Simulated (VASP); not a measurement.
Wanted: the native input for a VASP 6.6.1 run.

```
Task                   : single point
Functional             : PBE
Potentials or basis    : VASP PAW PBE potentials, release 64 (Hg, Te)
Cutoff                 : 520 eV
k mesh                 : 10 × 10 × 10
Occupations            : gaussian, width 0.05 eV
Spin                   : non-collinear spin, zero start, spin-orbit coupling
Starting moments       : [[0.0, 0.0, 0.0], [0.0, 0.0, 0.0]] μB
Dipole correction      : no
Further INCAR settings : ALGO = Fast; EDIFF = 1e-06; NBANDS = 30
```

The structure of HgTe lies in POSCAR:

```
HgTe
1.0
    0.0000000000      3.2923014193      3.2923014193
    3.2923014193      0.0000000000      3.2923014193
    3.2923014193      3.2923014193      0.0000000000
Hg Te
1 1
Direct
    0.0000000000      0.0000000000      0.0000000000
    0.2500000000      0.2500000000      0.2500000000
```

The input as run:

INCAR

```
SYSTEM = HgTe
  ALGO = Fast
  EDIFF = 1E-6
  ENCUT = 520
  GGA = PE
  GGA_COMPAT = .FALSE.
  ISIF = 2
  ISMEAR = 0
  LASPH = .TRUE.
  LCHARG = .TRUE.
  LORBIT = 11
  LORBMOM = .TRUE.
  LREAL = .FALSE.
  LSORBIT = .TRUE.
  LVHAR = .TRUE.
  LWAVE = .FALSE.
  MAGMOM = 0 0 0 0 0 0
  NBANDS = 30
  NELM = 150
  PREC = Accurate
  SIGMA = 0.05
```

KPOINTS

```
k-points
0
G
  10 10 10
  0 0 0
```

Potentials or basis: VASP PAW PBE potentials, release 64 (Hg, Te).

Run with:

```bash
$ cat potpaw_PBE.64/Hg/POTCAR potpaw_PBE.64/Te/POTCAR > POTCAR
$ mpirun -np 1 vasp_ncl > vasp.out
```

Results of the run:

* Pressure: 1.0 GPa
* Net moment: 0.00 μB per cell
* Valence electrons inside the program's atomic spheres: Hg 10.49; Te 3.35

Run time: 6.9 min on 1 thread of Oxide Virtual Turin-like Processor, with other jobs on the host, peak memory 0.49 GiB.
